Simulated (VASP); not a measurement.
YHg2, 3 atoms in the cell. Symmetry: P6/mmm, No. 191, hexagonal system. The conventional cell has a = 4.739 Å, b = 4.739 Å, c = 3.512 Å, α = 90.00°, β = 90.00°, γ = 120.00°. Y (site symmetry 6/mmm) has 12 Hg at 3.25 Å and 2 Y at 3.51 Å within 4.3 Å. Within 3.6 Å of Hg (site symmetry -6m2) lie 5 Hg at 2.74 to 3.51 Å and 6 Y at 3.25 Å. 

| Property | Result |
| --- | --- |
| Program | VASP 6.6.1 |
| Task | single point |
| Functional | PBEsol |
| Potentials or basis | VASP PAW PBE potentials, release 64 (Y_sv, Hg) |
| Cutoff | 520 eV |
| k mesh | 10 × 10 × 12 |
| Occupations | fermi-dirac, width 0.03 eV |
| Spin | no spin polarisation |
| Dipole correction | no |
| Further INCAR settings | ALGO = Normal; EDIFF = 1e-07; NBANDS = 24 |

Potentials or basis: VASP PAW PBE potentials, release 64 (Y_sv, Hg).

The run is started by

```bash
$ cat potpaw_PBE.64/Y_sv/POTCAR potpaw_PBE.64/Hg/POTCAR > POTCAR
$ mpirun -np 1 vasp_std > vasp.out
```

Hardware: 1 thread of Oxide Virtual Turin-like Processor, on a shared host.

How long does it take, and how much memory?

It took 3 min on 1 thread of Oxide Virtual Turin-like Processor, with other jobs on the host, peak memory 0.27 GiB. Counts: scf iterations 14, k points 98.
